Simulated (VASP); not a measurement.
Crystal: FeNi.

```
Fe Ni
1.0
     1.43702   -1.98131    0.00000
     1.43702    1.98131    0.00000
     0.00000    0.00000    3.94929
Fe Ni
1 1
Direct
  0.00000 0.00000 0.00000
  0.50000 0.50000 0.50000
```

Base run:

* Program: VASP 6.6.1
* Functional: PBEsol
* Dispersion: D4
* Potentials or basis: VASP PAW PBE potentials, release 64 (Fe, Ni)
* Cutoff: 520 eV
* k mesh: 8 × 8 × 5
* Occupations: fermi-dirac, width 0.3 eV
* Spin: collinear spin, ferrimagnetic start
* Starting moments: [4.2, -1.8] μB

Its results: pressure -9.0 GPa.

The run is repeated on the same cell with these changes: spin from collinear spin, ferrimagnetic start to no spin polarisation; further incar settings from ALGO = Normal; EDIFF = 1e-07; NBANDS = 20 to ALGO = Normal; EDIFF = 1e-06; NBANDS = 16. What comes out?

Pressure -17.4 GPa.

Caveats: so wide a smearing shifts energies and pressures; the PAW data sets were made with another functional, which shifts forces and pressure a little; the cell stands under tension (at least some runs); the stress differs along the axes, from -21 to -15 GPa (at least some runs).
